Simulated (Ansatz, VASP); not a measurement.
One calculation of TaRu, two programs

The input INCAR:

```
  PREC = Accurate
  ENCUT = 520
  EDIFF = 1E-8
  ISMEAR = -1
  SIGMA = 0.05
  LREAL = False
  LASPH = True
  NELM = 120
  ALGO = Normal
  ISIF = 2
  LWAVE = False
  LCHARG = False
  GGA = CA
  LEFG = True
  NBANDS = 22
  GGA_COMPAT = False
```

Contents of KPOINTS:

```
Automatic mesh
0
Gamma
  11 11 10
```

Contents of POSCAR:

```
TaRu
1.0
    2.9919400000      0.0000000000      0.0000000000
    0.0000000000      2.9919400000      0.0000000000
    0.0000000000      0.0000000000      3.3890000000
Ta Ru
1 1
Direct
    0.5000000000      0.5000000000      0.5000000000
    0.0000000000      0.0000000000      0.0000000000
```

Input for Ansatz:

```yaml
crystal:
  lattice:
    - [2.99194, 0.0, 0.0]
    - [0.0, 2.99194, 0.0]
    - [0.0, 0.0, 3.389]
  atoms:
    - { symbol: Ta, position: [0.5, 0.5, 0.5] }
    - { symbol: Ru, position: [0.0, 0.0, 0.0] }
kpoints:
  mp_grid: { grid: [11, 11, 10] }
scf:
  occupations: { method: fermi_dirac, width: 0.05 }
hamiltonian:
  xc: lda
  pseudopotentials: { kind: paw }
output:
  forces: true
  stress: true
  eigenvalues: true
  efg: { contact_densities: true }
  write_density: true
  write_potential: true
  elf: true
  volumetric_format: npy
```

Change from the starting cell: equal xx and yy strain of -2 %, PAW files.

Alike in both runs: task electric field gradients; functional LDA; k mesh 11 × 11 × 10; occupations fermi-dirac, width 0.05 eV; no spin polarisation.

```csv
,VASP,Ansatz
version,VASP 6.6.1,Ansatz 0.2.0
potentials or method,"VASP PAW LDA potentials, release 64 (Ta_sv_GW, Ru_sv)","PAW with Ansatz's default frozen-core files, scalar-relativistic"
plane-wave cutoff (eV),520,420
valence electrons in the cell,29,29
```

```csv
,VASP,Ansatz,Ansatz less VASP
pressure (GPa),0.4,0.4,-0.03
"traceless stress, the component that is largest in VASP (GPa)",-0.75,-0.72,+0.037
size of Vzz on the site where it differs most (V/Å²),35.0,28.1,-6.96
```

LDA's correlation is that of Perdew and Zunger in VASP and of Perdew and Wang (1992) in Ansatz.

Spin-orbit coupling is off throughout.
